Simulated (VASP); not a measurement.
Set up this calculation in VASP 6.6.1, as the native input.

| Item | Value |
| --- | --- |
| Task | single point |
| Functional | BLYP |
| Potentials or basis | VASP PAW PBE potentials, release 64 (Cd, O) |
| Cutoff | 600 eV |
| k mesh | 8 × 8 × 8 |
| Occupations | gaussian, width 0.05 eV |
| Spin | no spin polarisation |
| Dipole correction | no |
| Further INCAR settings | ALGO = Normal; EDIFF = 1e-06; NBANDS = 16 |

The structure of CdO lies in POSCAR:

```
CdO
1.0
    0.0000000000      2.4095335969      2.4095335969
    2.4095335969      0.0000000000      2.4095335969
    2.4095335969      2.4095335969      0.0000000000
Cd O
1 1
Direct
    0.0000000000      0.0000000000      0.0000000000
    0.5000000000      0.5000000000      0.5000000000
```

One way to write it, as run:

INCAR

```
SYSTEM = CdO
PREC = Accurate
ENCUT = 600
EDIFF = 1E-6
ISMEAR = 0
SIGMA = 0.05
LREAL = .FALSE.
LASPH = .TRUE.
NELM = 120
ALGO = Normal
ISIF = 2
LWAVE = .FALSE.
LCHARG = .FALSE.
GGA = B5
ALDAX = 1.0
AGGAX = 1.0
AGGAC = 1.0
ALDAC = 0.0
NBANDS = 16
GGA_COMPAT = .FALSE.
```

KPOINTS

```
regular mesh
0
G
  8 8 8
  0 0 0
```

Potentials or basis: VASP PAW PBE potentials, release 64 (Cd, O).

Launch:

```bash
$ cat potpaw_PBE.64/Cd/POTCAR potpaw_PBE.64/O/POTCAR > POTCAR
$ mpirun -np 1 vasp_std > vasp.out
```

Results of the run:

```yaml
Pressure: 2.0 GPa
Band_gap_on_the_k_mesh: zero (bands 9 and 10 overlap by 0.43 eV)
```

Caveat: semilocal functionals underestimate gaps, so a narrow gap can read as zero; the PAW data sets were made with another functional, which shifts forces and pressure a little.

Run time: 12 s on 1 thread of Intel(R) Xeon(R) 6975P-C (Granite Rapids), on a shared host, peak memory 0.15 GiB.
